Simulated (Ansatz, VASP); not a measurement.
# One calculation of NbTe8Mo3, two programs

```
CELL_PARAMETERS angstrom
7.10382 0.00000 0.00000
-3.55191 6.15209 0.00000
0.00000 0.00000 7.70999
ATOMIC_POSITIONS crystal
Nb 0.00000 0.00000 0.00000
Te 0.33333 0.66667 0.76355
Te 0.33748 0.16874 0.75847
Te 0.83126 0.66252 0.75847
Te 0.83126 0.16874 0.75847
Te 0.16874 0.83126 0.24153
Te 0.16874 0.33748 0.24153
Te 0.66252 0.83126 0.24153
Te 0.66667 0.33333 0.23645
Mo 0.00000 0.50000 0.00000
Mo 0.50000 0.50000 0.00000
Mo 0.50000 0.00000 0.00000
```

Alike in both runs: functional PBE; k mesh 3 × 3 × 4; occupations gaussian, width 0.1 eV; no spin polarisation.

Ansatz relaxed the structure, and its values are those at the end. VASP's run is a single point on that final structure, the one shown.

|  | VASP | Ansatz |
| --- | --- | --- |
| version | VASP 6.6.1 | Ansatz 0.2.0 |
| potentials or method | VASP PAW PBE potentials, release 64 (Nb_sv, Te, Mo_sv), cutoff 500 eV | scalar-relativistic, plane waves, PAW |
| valence electrons in the cell | 103 | 183 |

```tsv
	VASP	Ansatz	Ansatz less VASP
gap on the k mesh at the Fermi level (eV)	none	none	-
pressure (GPa)	0.1	0.1	+0.02
rms of the force components (eV/Å)	0.013	0.010	-0.0034
```

A gap of «none» marks a metal or a gap that the smearing closes. With one functional, cell and mesh, what is left measures potentials, basis and numerics. VASP's potentials hold 103 valence electrons a cell and Ansatz's 183, so a difference there can come from the potentials and not from the codes.

Spin-orbit coupling is off throughout.
